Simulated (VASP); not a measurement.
SrTi2O4:

```
Sr Ti O
1.0
     5.20000    0.00000    0.00000
     0.00000    3.00000    0.00000
     0.00000    0.00000    5.80000
Sr Ti O
1 2 4
Cartesian
  0.0000 0.0000 2.9000
  2.6000 1.5000 0.0000
  0.0000 0.0000 0.0000
  4.3316 1.5000 1.1020
  0.8684 1.5000 4.6980
  3.4684 0.0000 4.6980
  1.7316 0.0000 1.1020
```

```yaml
Program: VASP 6.6.1
Task: relaxation of cell and atoms
Functional: PBE
Potentials_or_basis: VASP PAW PBE potentials, release 64 (Sr_sv, Ti_sv, O)
Cutoff: 600 eV
k_mesh: 3 × 4 × 2
Occupations: gaussian, width 0.15 eV
Spin: collinear spin
Starting_moments: "[0.0, 1.0, 1.0, 0.0, 0.0, 0.0, 0.0] μB"
```

At the start: pressure 5.0 GPa; volume 12.93 Å³/atom.

Problem. Where does the relaxation end?

Solution. Over 6 steps the energy falls by 41.3 meV/atom and the volume is 13.26 Å³/atom (+2.6 %); space group P2/m (No. 10, to 0.1 Å) before and after; moment 0.00 μB per cell.

Step by step:
| step | energy change (eV) | largest force (eV/Å) | pressure (GPa) | volume (Å³) |
| --- | --- | --- | --- | --- |
| 1 | 0.0000 | 0.6951 | 5.03 | 90.48 |
| 2 | -0.1834 | 0.6806 | -4.72 | 95.82 |
| 3 | -0.1899 | 0.5720 | -3.34 | 94.95 |
| 4 | -0.2801 | 0.2653 | -0.33 | 93.20 |
| 5 | -0.2803 | 0.2634 | -0.19 | 93.12 |
| 6 | -0.2891 | 0.0772 | 0.39 | 92.84 |

Final structure:
```
Sr Ti O
1.0
     4.97982    0.00000    0.05448
     0.00000    3.07536    0.00000
     0.06315    0.00000    6.06302
Sr Ti O
1 2 4
Direct
  0.00000 0.00000 0.50000
  0.50000 0.50000 0.00000
  0.00000 0.00000 0.00000
  0.84051 0.50000 0.19695
  0.15949 0.50000 0.80305
  0.66550 0.00000 0.81586
  0.33450 0.00000 0.18414
```

Caveat: the k points lie up to 0.52 Å⁻¹ apart in the final cell, too coarse for converged energies and pressures of a metal; the relaxation stopped at a loose force limit of 0.08 eV/Å, so its end isn't a converged minimum.
